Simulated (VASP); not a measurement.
Runs of VASP 6.6.1 on Co. The structure is that of space group P6_3/mmc (No. 194), or close to it. The cells are those of the table. 

```tsv
task	level	potentials or basis	cell	cutoff (eV)	gap on the mesh (eV)	pressure (GPa)	moment (μB)	largest force (eV/Å)
single point	r2SCAN	VASP PAW PBE potentials, release 64 (Co_sv)	a = 2.536, b = 2.536, c = 4.143 Å, angles 90.0, 90.0, 120.0°, 2 atoms	660	none	-16.5	3.61	0.02
relaxation of cell and atoms	PBEsol	VASP PAW PBE potentials, release 64 (Co)	relaxed to 2 GPa from a = 2.487, b = 2.487, c = 4.063 Å, angles 90.0, 90.0, 120.0°, 2 atoms	600	none	2.0	(c)	-
single point	PBE	VASP PAW PBE potentials, release 64 (Co)	a = 2.536, b = 2.536, c = 4.143 Å, angles 90.0, 90.0, 120.0°, 2 atoms	520	none	-10.6	(b)	0.31
single point	PBEsol	VASP PAW PBE potentials, release 64 (Co_sv)	a = 2.471, b = 2.471, c = 4.036 Å, angles 90.0, 90.0, 120.0°, 2 atoms	600	none	-9.1	(a)	0.51
single point	r2SCAN	VASP PAW PBE potentials, release 64 (Co_sv)	a = 2.504, b = 2.504, c = 4.090 Å, angles 90.0, 90.0, 120.0°, 2 atoms	660	none	-9.9	3.59	0.14
single point	LDA	VASP PAW LDA potentials, release 64 (Co_sv)	a = 2.487, b = 2.487, c = 4.063 Å, angles 90.0, 90.0, 120.0°, 2 atoms	600	none	-21.5	3.10	0.42
single point	PBEsol	VASP PAW PBE potentials, release 64 (Co_sv)	a = 2.504, b = 2.504, c = 4.090 Å, angles 90.0, 90.0, 120.0°, 2 atoms	600	none	-16.6	3.30	0.38
```

Alike in all rows: spin collinear, ferromagnetic start; k mesh 12 × 12 × 7; smearing fermi-dirac 0.05 eV.

Problem. Fill in the values left out.

Solution. (a) 3.22; (b) 3.34; (c) 3.08.

Caveats: the cell stands under tension (at least some runs); the PAW data sets were made with another functional, which shifts forces and pressure a little (at least some runs); the cell is relaxed towards a set pressure, so the run minimises the enthalpy, not the energy (at least some runs).

A gap of «none» marks levels without a gap at the run's occupations.

The runs don't all hold the same shells in valence.
